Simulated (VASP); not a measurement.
Here is a VASP 6.6.1 calculation.

The input INCAR:

```
SYSTEM = P
ALGO = Normal
EDIFF = 1E-6
ENCUT = 500
GGA = PS
GGA_COMPAT = .FALSE.
ISIF = 2
ISMEAR = 0
LASPH = .TRUE.
LCHARG = .FALSE.
LREAL = .FALSE.
LWAVE = .FALSE.
NBANDS = 8
NELM = 120
PREC = Accurate
SIGMA = 0.1
```

File KPOINTS:

```
k-points
0
G
  24 24 24
  0 0 0
```

The input POSCAR:

```
P
1.0
   -1.1668238970      1.1668238970      1.1668238970
    1.1668238970     -1.1668238970      1.1668238970
    1.1668238970      1.1668238970     -1.1668238970
P
1
Direct
    0.0000000000      0.0000000000      0.0000000000
```

Potentials or basis: VASP PAW PBE potentials, release 64 (P).

Launch:

```sh
$ cat potpaw_PBE.64/P/POTCAR > POTCAR
$ mpirun -np 1 vasp_std > vasp.out
```

Problem. Predict the band gap on the k mesh.

Solution. Zero (an odd number of electrons rules out a gap without spin polarisation).

Problem. What does it give for the pressure?

Solution. 397.9 GPa.

Caveat: the cell stands under pressure; the PAW data sets were made with another functional, which shifts forces and pressure a little; an odd number of electrons without spin polarisation forces a metal; a magnetic or distorted state may lie lower.
